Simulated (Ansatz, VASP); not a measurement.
Two plane-wave programs on CsSb2

```
Cs Sb
1.0
     4.96916    0.00000    0.00000
     0.00000    4.96916    0.00000
     0.00000    0.00000    7.58195
Cs Sb
2 4
Direct
  0.00000 0.50000 0.70000
  0.50000 0.00000 0.30000
  0.00000 0.00000 0.00000
  0.50000 0.50000 0.00000
  0.00000 0.50000 0.27000
  0.50000 0.00000 0.73000
```

Alike in both runs: task relaxation of cell and atoms; functional PBE; k mesh 4 × 4 × 2; occupations gaussian, width 0.1 eV; no spin polarisation.

|  | VASP | Ansatz |
| --- | --- | --- |
| version | VASP 6.6.1 | Ansatz 0.2.0 |
| potentials or method | VASP PAW PBE potentials, release 64 (Cs_sv, Sb), cutoff 600 eV | scalar-relativistic, plane waves, PAW |
| valence electrons in the cell | 38 | 78 |

|  | VASP | Ansatz | Ansatz less VASP |
| --- | --- | --- | --- |
| gap on the k mesh at the Fermi level, each at its own relaxed structure (eV) | none | none | - |
| relaxed volume (Å³/atom) | 45.19 | 44.75 | -0.434 |
| relaxed length of the cell vector where the two differ most in proportion (Å) | 8.155 | 8.098 | -0.0567 |

A gap of «none» marks a metal or a gap that the smearing closes. VASP's potentials hold 38 valence electrons a cell and Ansatz's 78, so a difference there can come from the potentials and not from the codes.

The k mesh is coarse, so the values compare programs but aren't converged. Neither program's run includes spin-orbit coupling. Noted on VASP's run: the volume moved by over 15 % at a fixed basis, so the end points are rough.
